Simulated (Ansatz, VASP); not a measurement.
# Two plane-wave programs on Ir

```
Ir
1.0
     2.75138    0.00000    0.00000
    -1.37569    2.38276    0.00000
     0.00000    0.00000    4.46229
Ir
2
Direct
  0.76109 0.52219 0.75000
  0.33333 0.66667 0.25000
```

Alike in both runs: task single point; functional PBEsol; k mesh 18 × 18 × 12; occupations gaussian, width 0.15 eV; no spin polarisation.

|  | VASP | Ansatz |
| --- | --- | --- |
| version | VASP 6.6.1 | Ansatz 0.2.0 |
| potentials or method | VASP PAW PBE potentials, release 64 (Ir), cutoff 520 eV | scalar-relativistic, plane waves, PAW |
| valence electrons in the cell | 18 | 34 |

VASP gave:

| Item | Value |
| --- | --- |
| gap on the k mesh at the Fermi level (eV) | none |
| pressure (GPa) | -5.7 |
| traceless stress, the component that is largest in VASP (GPa) | 12.67 |
| rms of the force components (eV/Å) | 0.846 |

Question: What did Ansatz give for the same quantities?

Answer: gap on the k mesh at the Fermi level (eV): none; pressure (GPa): -6.6; traceless stress, the component that is largest in VASP (GPa): 12.64; rms of the force components (eV/Å): 0.845.

VASP's potentials were made for PBE, not for PBEsol. Atom by atom the forces differ by 0.001 eV/Å (rms over components). A gap of «none» marks a metal or a gap that the smearing closes. VASP's potentials hold 18 valence electrons a cell and Ansatz's 34, so a difference there can come from the potentials and not from the codes.

Neither program's run includes spin-orbit coupling.
